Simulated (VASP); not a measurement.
Rb: single point with LDA

Rb:

```
Rb
1.0
    -2.68596    2.68596    2.68596
     2.68596   -2.68596    2.68596
     2.68596    2.68596   -2.68596
Rb
1
Cartesian
  0.0000 0.0000 0.0000
```

- Program: VASP 6.6.1
- Task: single point
- Functional: LDA
- Potentials or basis: VASP PAW LDA potentials, release 64 (Rb_sv)
- Cutoff: 520 eV
- k mesh: 8 × 8 × 8
- Occupations: methfessel-paxton, width 0.1 eV
- Spin: no spin polarisation

| Quantity | Value |
| --- | --- |
| Pressure | 0.0 GPa |
| Band gap on the k mesh | zero (an odd number of electrons rules out a gap without spin polarisation) |

Levels at points of the mesh, in eV from the Fermi level:
```csv
k point,band 1,band 2,band 3,band 4,band 5,band 6,band 7,band 8
"(0.00, 0.00, 0.00)",-28.75,-12.83,-12.83,-12.83,-2.24,3.68,3.68,3.68
"(0.50, 0.00, 0.00)",-28.74,-13.00,-12.88,-12.83,0.12,0.94,2.51,4.46
"(0.50, 0.50, 0.50)",-28.73,-12.95,-12.95,-12.95,1.12,1.12,3.65,3.65
```

Run time: 23 s on 1 thread of AMD EPYC 7R13 (shared host), peak memory 0.14 GiB.
